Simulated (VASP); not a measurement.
# Pb (Fm-3m) in VASP: further runs, part 2 of 2

VASP 6.6.1. The steps go on from the part before.

## 3. Relaxation of cell and atoms, PBE, target pressure 17 GPa, at which the enthalpy is minimised

The input, INCAR:

```
PREC = Accurate ; ENCUT = 600
EDIFF = 1E-6 ; ISMEAR = -1
SIGMA = 0.1 ; LREAL = False
LASPH = True ; NELM = 60
ALGO = Normal ; ISIF = 3
LWAVE = False ; LCHARG = False
GGA = PE ; IBRION = 2
NSW = 32 ; EDIFFG = -0.005
PSTRESS = 170.0
```

The input, KPOINTS:

```
Automatic mesh
0
Gamma
  14 14 14
```

The input, POSCAR:

```
Pb
1.0
    0.0000000000      2.3270161102      2.3270161102
    2.3270161102      0.0000000000      2.3270161102
    2.3270161102      2.3270161102      0.0000000000
Pb
1
Direct
    0.0000000000      0.0000000000      0.0000000000
```

Potentials or basis: VASP PAW PBE potentials, release 64 (Pb_d).

On the command line:

```
> cat potpaw_PBE.64/Pb_d/POTCAR > POTCAR
> mpirun -np 1 vasp_std > vasp.out
```

OUTCAR:

```text
PREC = Accurate
   ENCUT = 600
   EDIFF = 1E-6
   ISMEAR = -1
   LREAL = False
   LASPH = True
   NELM = 60
   ISIF = 3
   GGA = PE
   IBRION = 2
   NSW = 32
   EDIFFG = -0.005
   PSTRESS = 170.0

 ion  position               nearest neighbor table
   1  0.000  0.000  0.000-

  LATTYP: Found a face centered cubic cell.
 ALAT       =     4.6540322204

  Lattice vectors:

 A1 = (   0.0000000000,   2.3270161102,   2.3270161102)
 A2 = (   2.3270161102,   0.0000000000,   2.3270161102)
 A3 = (   2.3270161102,   2.3270161102,   0.0000000000)

Analysis of symmetry for initial positions (statically):
=====================================================================
 Subroutine PRICEL returns:
 Original cell was already a primitive cell.

 Routine SETGRP: Setting up the symmetry group for a
 face centered cubic supercell.

 Subroutine GETGRP returns: Found 48 space group operations
 (whereof 48 operations were pure point group operations)
 out of a pool of 48 trial point group operations.

The static configuration has the point symmetry O_h .

Analysis of symmetry for dynamics (positions and initial velocities):
[... 162 lines left out ...]
 fundamental gap:      0.0332819382
 Fermi energy:         9.6797454833

 k-point     1 :       0.0000    0.0000    0.0000
  band No.  band energies     occupation
      1      -7.7194      2.00000
      2      -7.7194      2.00000
      3      -7.7194      2.00000
      4      -7.4764      2.00000
      5      -7.4764      2.00000
      6      -3.6068      2.00000
      7      18.4992      0.00000
      8      18.4992      0.00000
      9      18.4992      0.00000
     10      19.3575      0.00000
     11      23.2692      0.00000
[... 309 lines left out ...]
 k-point    24 :       0.2857    0.1429    0.0000
  band No.  band energies     occupation
      1      -7.8007      2.00000
      2      -7.6267      2.00000
      3      -7.5753      2.00000
      4      -7.5123      2.00000
      5      -7.3621      2.00000
      6      -1.8493      2.00000
      7      11.2976      0.00000
      8      15.1354      0.00000
      9      15.6898      0.00000
     10      18.4470      0.00000
     11      20.4730      0.00000

 [... further k-points ...]
[... 5 lines left out ...]
  --------------------------------------------------------------------------------------
  -------------------------------------------------------------------------------------
  Total        2.6716279      2.6716279      2.6716279     -0.0000000     -0.0000000     -0.0000000
  in kB      169.8471984    169.8471984    169.8471984     -0.0000000     -0.0000000     -0.0000000
  external PRESSURE =      -0.1528016 kB  Pullay stress =     170.0000000 kB

 VOLUME and BASIS-vectors are now :
 -----------------------------------------------------------------------------
  energy-cutoff  :      600.00
  volume of cell :       25.20
      direct lattice vectors                 reciprocal lattice vectors
     0.000000000  2.327016110  2.327016110    -0.214867442  0.214867442  0.214867442
     2.327016110  0.000000000  2.327016110     0.214867442 -0.214867442  0.214867442
     2.327016110  2.327016110  0.000000000     0.214867442  0.214867442 -0.214867442

 POSITION                                       TOTAL-FORCE (eV/Angst)
 -----------------------------------------------------------------------------------
      0.00000      0.00000      0.00000         0.000000      0.000000      0.000000
 -----------------------------------------------------------------------------------
    total drift:                               -0.000000     -0.000000     -0.000000

  FREE ENERGIE OF THE ION-ELECTRON SYSTEM (eV)
  ---------------------------------------------------
  free  energy   TOTEN  =        -3.2883646431 eV

  energy  without entropy=       -3.2725835209  energy(sigma->0) =       -3.28047408

  enthalpy is  TOTEN    =        -0.6143332316 eV   P V=        2.6740314115

 reached required accuracy - stopping structural energy minimisation
```

OSZICAR:

```text
N       E                     dE             d eps       ncg     rms          rms(c)
DAV:   1     0.108786433297E+03    0.10879E+03   -0.81886E+03  2300   0.176E+03
DAV:   2     0.129676589922E+01   -0.10749E+03   -0.10524E+03  2357   0.352E+02
DAV:   3    -0.320881080906E+01   -0.45056E+01   -0.44706E+01  2708   0.836E+01
DAV:   4    -0.330581203821E+01   -0.97001E-01   -0.96960E-01  2791   0.126E+01
DAV:   5    -0.330971597630E+01   -0.39039E-02   -0.39038E-02  2953   0.235E+00    0.764E-01
DAV:   6    -0.329379321306E+01    0.15923E-01   -0.18884E-02  2789   0.294E+00    0.368E-01
DAV:   7    -0.328871277935E+01    0.50804E-02   -0.85095E-03  2744   0.186E+00    0.887E-02
DAV:   8    -0.328837545561E+01    0.33732E-03   -0.47787E-04  3070   0.421E-01    0.984E-03
DAV:   9    -0.328836832104E+01    0.71346E-05   -0.10088E-05  2858   0.660E-02    0.601E-03
DAV:  10    -0.328836461497E+01    0.37061E-05   -0.81149E-07  1534   0.169E-02    0.246E-04
DAV:  11    -0.328836464307E+01   -0.28097E-07   -0.12217E-07  1375   0.654E-03
   1 F= -.61433323E+00 E0= -.60644267E+00  d E =-.614333E+00
```

It took 42 s on 1 thread of AMD EPYC 7R43 (Zen 3), shared host; peak memory 0.14 GiB.

What came out:

```yaml
Free_energy: -3.2884 eV
Pressure_after_relaxing: 17.0 GPa
Band_gap_on_the_k_mesh: zero (band 7 reaches 18.50 eV, above the bottom of band 8 at 7.62 eV)
```

Final structure:
```
Pb
1.0
     0.00000    2.32702    2.32702
     2.32702    0.00000    2.32702
     2.32702    2.32702    0.00000
Pb
1
Direct
  0.00000 0.00000 0.00000
```

Caveat: the relaxation stopped at its first step, so nothing moved; the cell is relaxed towards a set pressure, so the enthalpy falls and the energy may rise; spin-orbit coupling is left out, which moves the levels of the heavy elements.

## 4. Relaxation of cell and atoms, PBE, target pressure 17 GPa, at which the enthalpy is minimised

This run uses another cell than the first one, of 25.26 Å³/atom, 1.002 times its volume.

The input, INCAR:

```
SYSTEM = Pb
PREC = Accurate ; ENCUT = 600
EDIFF = 1E-7 ; ISMEAR = -1
SIGMA = 0.1 ; LREAL = .False.
LASPH = .True. ; NELM = 60
ALGO = Normal ; ISIF = 3
LWAVE = .False. ; LCHARG = .False.
GGA = PE ; IBRION = 2
NSW = 60 ; EDIFFG = -0.005
PSTRESS = 170.0
```

The input, KPOINTS:

```
regular mesh
0
Gamma
  14 14 14
  0 0 0
```

The input, POSCAR:

```
Pb
1.0
    0.0000000000      2.3288321945      2.3288321945
    2.3288321945      0.0000000000      2.3288321945
    2.3288321945      2.3288321945      0.0000000000
Pb
1
Direct
    0.0000000000      0.0000000000      0.0000000000
```

On the command line:

```
> cat potpaw_PBE.64/Pb_d/POTCAR > POTCAR
> mpirun -np 1 vasp_std > vasp.out
```

It took 1.7 min on 1 thread of AMD EPYC 7R43 (Zen 3), shared host; peak memory 0.16 GiB.

The run converged. Its results:

* Free energy: -3.2880 eV
* Relaxed volume: 25.20 Å³/atom
* Relaxed cell: a = 3.291 Å, b = 3.291 Å, c = 3.291 Å, α = 60.00°, β = 60.00°, γ = 60.00°
* Space group after relaxing (to 0.05 Å): Fm-3m (No. 225)
* Energy change on relaxing (the enthalpy is what falls): +6.6 meV/atom
* Ionic steps: 3
* Pressure after relaxing: 17.0 GPa
* Band gap on the k mesh: zero (band 7 reaches 18.50 eV, above the bottom of band 8 at 7.63 eV)

The path:
| step | energy change (eV) | largest force (eV/Å) | pressure (GPa) | volume (Å³) |
| --- | --- | --- | --- | --- |
| 1 | 0.0000 | 0.0000 | 16.74 | 25.26 |
| 2 | 0.0162 | 0.0000 | 17.41 | 25.11 |
| 3 | 0.0066 | 0.0000 | 17.01 | 25.20 |

Final structure:
```
CELL_PARAMETERS angstrom
0.00000 2.32689 2.32689
2.32689 0.00000 2.32689
2.32689 2.32689 0.00000
ATOMIC_POSITIONS crystal
Pb 0.00000 0.00000 0.00000
```

Levels at points of the mesh, in eV from the Fermi level:
```tsv
k point	band 5	band 6	band 7	band 8	band 9	band 10
(0.00, 0.00, 0.00)	-17.16	-13.29	8.82	8.82	8.82	9.68
(0.50, 0.00, 0.00)	-16.93	-8.43	-5.33	6.54	6.54	9.16
(0.50, 0.50, 0.00)	-16.88	-6.54	-4.20	2.12	2.12	5.91
```

Caveat: the cell is relaxed towards a set pressure, so the enthalpy falls and the energy may rise; spin-orbit coupling is left out, which moves the levels of the heavy elements.

## 5. Summary

```tsv
task	cell	cutoff (eV)	gap on the mesh (eV)	pressure (GPa)
single point	a = 3.291 Å, angles 60.0°, 1 atom	520	none	16.9
relaxation of cell and atoms	relaxed to 17 GPa from a = 3.291 Å, angles 60.0°, 1 atom	600	none	17.0
relaxation of cell and atoms	relaxed to 17 GPa from a = 3.293 Å, angles 60.0°, 1 atom	600	none	17.0
```

Alike in all rows: level PBE; potentials or basis VASP PAW PBE potentials, release 64 (Pb_d); no spin polarisation; k mesh 14 × 14 × 14; smearing fermi-dirac 0.1 eV.

Caveats: spin-orbit coupling is left out, which moves the levels of the heavy elements; the cell is relaxed towards a set pressure, so the enthalpy falls and the energy may rise (some runs); the relaxation stopped at its first step, so nothing moved (some runs).

Total energies depend on the potentials used, so only differences within one code and one set of settings carry meaning.
